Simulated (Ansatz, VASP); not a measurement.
Two plane-wave programs on AlAs

```
Al As
1.0
     0.00000    2.81417    2.81417
     2.81417    0.00000    2.81417
     2.81417    2.81417    0.00000
Al As
1 1
Direct
  0.00000 0.00000 0.00000
  0.25000 0.25000 0.25000
```

Alike in both runs: functional LDA; k mesh 10 × 10 × 10; occupations fermi-dirac, width 0.02 eV; no spin polarisation.

Ansatz relaxed the structure, and its values are those at the end. VASP's run is a single point on that final structure, the one shown.

|  | VASP | Ansatz |
| --- | --- | --- |
| version | VASP 6.6.1 | Ansatz 0.2.0 |
| potentials or method | VASP PAW LDA potentials, release 64 (Al, As) | PAW with Ansatz's default frozen-core files, scalar-relativistic |
| plane-wave cutoff (eV) | 500 | 420 |
| valence electrons in the cell | 8 | 18 |

Ansatz gave:

```
pressure (GPa) : 0.0
```

Problem. What did VASP give for the same quantities?

Solution. Pressure (GPa): 0.4.

LDA's correlation is that of Perdew and Zunger in VASP and of Perdew and Wang (1992) in Ansatz. VASP's potentials hold 8 valence electrons a cell and Ansatz's 18, so a difference there can come from the potentials and not from the codes.
